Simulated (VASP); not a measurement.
The system is KCl.

```xyz
2
Lattice="3.7708 0.0000 0.0000 0.0000 3.7708 0.0000 0.0000 0.0000 3.7708" Properties=species:S:1:pos:R:3 pbc="T T T"
K     0.0000    0.0000    0.0000
Cl    1.8854    1.8854    1.8854
```

Program: VASP 6.6.1. Alike in all runs: task single point; potentials or basis VASP PAW PBE potentials, release 64 (K_sv, Cl); no spin polarisation; cell as given; cutoff (eV) 520. Hardware: 1 thread of Intel(R) Xeon(R) Platinum 8259CL CPU @ 2.50GHz (Skylake/Cascade Lake) (shared host).

Task: Order these runs on this cell by their wall time, lowest first.
A. level PBE; k mesh 4 × 4 × 4; smearing gaussian 0.01 eV
B. level PBE; k mesh 8 × 8 × 8; smearing fermi-dirac 0.02 eV
C. level r2SCAN; k mesh 8 × 8 × 8; smearing gaussian 0.01 eV

Result: A (7.3 s), B (18 s), C (76 s).
